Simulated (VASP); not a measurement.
Set up this calculation in VASP 6.6.1, as the native input.

```yaml
Task: electric field gradients
Functional: PBEsol
Potentials_or_basis: VASP PAW PBE potentials, release 64 (Rb_sv)
Cutoff: 520 eV
k_mesh: 8 × 8 × 8
Occupations: fermi-dirac, width 0.05 eV
Spin: no spin polarisation
Dipole_correction: no
Further_INCAR_settings: ALGO = Normal; EDIFF = 1e-08; NBANDS = 10
```

The structure of Rb lies in POSCAR:

```
Rb
1.0
   -2.8060000000      2.8060000000      2.8060000000
    2.8060000000     -2.8060000000      2.8060000000
    2.8060000000      2.8060000000     -2.8060000000
Rb
1
Direct
    0.0000000000      0.0000000000      0.0000000000
```

The input as run:

INCAR

```
PREC = Accurate ; ENCUT = 520
EDIFF = 1E-8 ; ISMEAR = -1
SIGMA = 0.05 ; LREAL = F
LASPH = T ; NELM = 60
ALGO = Normal ; ISIF = 2
LWAVE = F ; LCHARG = F
GGA = PS ; LEFG = T
NBANDS = 10
```

KPOINTS

```
regular mesh
0
Gamma
  8 8 8
```

Potentials or basis: VASP PAW PBE potentials, release 64 (Rb_sv).

Command:

```console
$ cat potpaw_PBE.64/Rb_sv/POTCAR > POTCAR
$ mpirun -np 1 vasp_std > vasp.out
```

Results of the run:

```yaml
Pressure: -0.1 GPa
Band_gap_on_the_k_mesh: zero (an odd number of electrons rules out a gap without spin polarisation)
Largest_electric_field_gradient_by_atom: zero within the noise of the run
```

Caveat: the PAW data sets were made with another functional, which shifts forces and pressure a little.

Run time: 12 s on 1 thread of Intel(R) Xeon(R) 6975P-C (Granite Rapids), with other jobs on the host, peak memory 0.2 GiB.
